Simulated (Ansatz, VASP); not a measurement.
## PbS in VASP and in Ansatz

File INCAR:

```
ALGO = Normal
EDIFF = 1E-8
ENCUT = 520
GGA = PS
ISIF = 2
ISMEAR = -1
LASPH = True
LCHARG = False
LEFG = True
LREAL = False
LWAVE = False
NBANDS = 28
NELM = 80
PREC = Accurate
SIGMA = 0.01
```

Contents of KPOINTS:

```
k-points
0
Gamma
  7 7 3
```

File POSCAR:

```
PbS
1.0
    2.9981715043     -2.9568771850      0.0000000000
    2.9981715043      2.9568771850      0.0000000000
   -1.1012328289      0.0000000000     11.9389422255
Pb S
2 2
Direct
    0.7756000000      0.7756000000      0.6363800000
    0.2244000000      0.2244000000      0.3636200000
    0.2684000000      0.2684000000      0.5986000000
    0.7316000000      0.7316000000      0.4014000000
```

Input for Ansatz:

```yaml
crystal:
  lattice:
    - [2.9981715043, -2.956877185, 0.0]
    - [2.9981715043, 2.956877185, 0.0]
    - [-1.1012328289, 0.0, 11.9389422255]
  atoms:
    - { symbol: Pb, position: [0.7756, 0.7756, 0.63638] }
    - { symbol: Pb, position: [0.2244, 0.2244, 0.36362] }
    - { symbol: S, position: [0.2684, 0.2684, 0.5986] }
    - { symbol: S, position: [0.7316, 0.7316, 0.4014] }
kpoints:
  mp_grid: { grid: [7, 7, 3] }
scf:
  occupations: { method: fermi_dirac, width: 0.01 }
hamiltonian:
  xc: pbesol
  pseudopotentials: { kind: paw }
output:
  forces: true
  stress: true
  eigenvalues: true
  efg: { contact_densities: true }
  write_density: true
  write_potential: true
  elf: true
  volumetric_format: npy
```

Change from the starting cell: volume scaled by 1.06, PAW files.

Alike in both runs: task electric field gradients; functional PBEsol; k mesh 7 × 7 × 3; occupations fermi-dirac, width 0.01 eV; no spin polarisation.

```csv
,VASP,Ansatz
version,VASP 6.6.1,Ansatz 0.2.0
potentials or method,"VASP PAW PBE potentials, release 64 (Pb_d, S)","PAW with Ansatz's default frozen-core files, scalar-relativistic"
plane-wave cutoff (eV),520,420
valence electrons in the cell,40,40
```

Ansatz gave:

- gap on the k mesh at the Fermi level (eV): 1.36
- rms of the force components (eV/Å): 0.436
- size of Vzz on the site where it differs most (V/Å²): 110.9

What did VASP give for the same quantities?

gap on the k mesh at the Fermi level (eV): 1.36; rms of the force components (eV/Å): 0.436; size of Vzz on the site where it differs most (V/Å²): 119.6.

VASP's potentials were made for PBE, not for PBEsol. Atom by atom the forces differ by 0.001 eV/Å (rms over components). Ansatz's warnings: xc potential rough in thin density.

Neither program's run includes spin-orbit coupling.
